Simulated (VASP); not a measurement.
Runs of VASP 6.6.1 on Sn. The structure is that of space group I4_1/amd (No. 141), or close to it. The cells are those of the table. 

```csv
cell,further INCAR settings,gap on the mesh (eV),pressure (GPa)
"a = 4.765, b = 4.765, c = 4.590 Å, angles 61.2, 61.2, 57.6°, 2 atoms",ALGO = Fast; EDIFF = 1e-07; NBANDS = 21,none,(b)
"a = 4.855, b = 4.855, c = 4.590 Å, angles 61.8, 61.8, 56.4°, 2 atoms",ALGO = Fast; EDIFF = 1e-06; NBANDS = 21,none,-2.9
"a = 4.421, b = 4.421, c = 4.590 Å, angles 58.7, 58.7, 62.5°, 2 atoms",ALGO = Fast; EDIFF = 1e-06; NBANDS = 21,none,5.1
"a = 4.260, b = 4.260, c = 4.590 Å, angles 57.4, 57.4, 65.2°, 2 atoms",ALGO = Fast; EDIFF = 1e-06; NBANDS = 21,none,10.9
"a = 4.339, b = 4.339, c = 4.590 Å, angles 58.1, 58.1, 63.9°, 2 atoms",ALGO = Fast; EDIFF = 1e-07; NBANDS = 21,none,7.8
"a = 4.505, b = 4.505, c = 4.590 Å, angles 59.4, 59.4, 61.3°, 2 atoms",ALGO = Fast; EDIFF = 1e-06; NBANDS = 21,none,(a)
```

Alike in all rows: task single point; level PBEsol; potentials or basis VASP PAW PBE potentials, release 64 (Sn_d); no spin polarisation; k mesh 12 × 12 × 12; cutoff (eV) 520; smearing gaussian 0.15 eV.

Q: Fill in the values left out.

A: (a) 2.8; (b) -1.9.

Caveats: the PAW data sets were made with another functional, which shifts forces and pressure a little; spin-orbit coupling is left out, which moves the levels of the heavy elements; the cell stands under pressure (at least some runs).

A k mesh can miss the band edges, and the runs leave out spin-orbit coupling on Sn.

A gap of «none» marks levels without a gap at the run's occupations.
